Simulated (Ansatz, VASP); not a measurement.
Cu: VASP beside Ansatz

```
CELL_PARAMETERS angstrom
0.00000 -1.80750 -1.80750
0.00000 1.80750 -1.80750
3.61500 0.00000 0.00000
ATOMIC_POSITIONS crystal
Cu 0.50000 0.50000 0.57261
Cu 0.00000 0.00000 0.92739
```

Change from the starting cell: mode 6 (219.1 1/cm) frozen in, largest displacement +0.263 Å.

Alike in both runs: task single point; functional LDA; k mesh 18 × 18 × 14; occupations gaussian, width 0.15 eV; no spin polarisation.

|  | VASP | Ansatz |
| --- | --- | --- |
| version | VASP 6.6.1 | Ansatz 0.2.0 |
| potentials or method | VASP PAW LDA potentials, release 64 (Cu), cutoff 520 eV | scalar-relativistic, plane waves, PAW |
| valence electrons in the cell | 22 | 38 |

Ansatz gave:

| Item | Value |
| --- | --- |
| gap on the k mesh at the Fermi level (eV) | none |
| pressure (GPa) | 13.0 |
| traceless stress, the component that is largest in VASP (GPa) | -4.09 |
| rms of the force components (eV/Å) | 2.112 |

Q: Estimate VASP's values.

A: gap on the k mesh at the Fermi level (eV): none; pressure (GPa): 14.7; traceless stress, the component that is largest in VASP (GPa): -4.17; rms of the force components (eV/Å): 2.130.

LDA's correlation is that of Perdew and Zunger in VASP and of Perdew and Wang (1992) in Ansatz. Atom by atom the forces differ by 0.019 eV/Å (rms over components). A gap of «none» marks a metal or a gap that the smearing closes. VASP's potentials hold 22 valence electrons a cell and Ansatz's 38, so a difference there can come from the potentials and not from the codes.
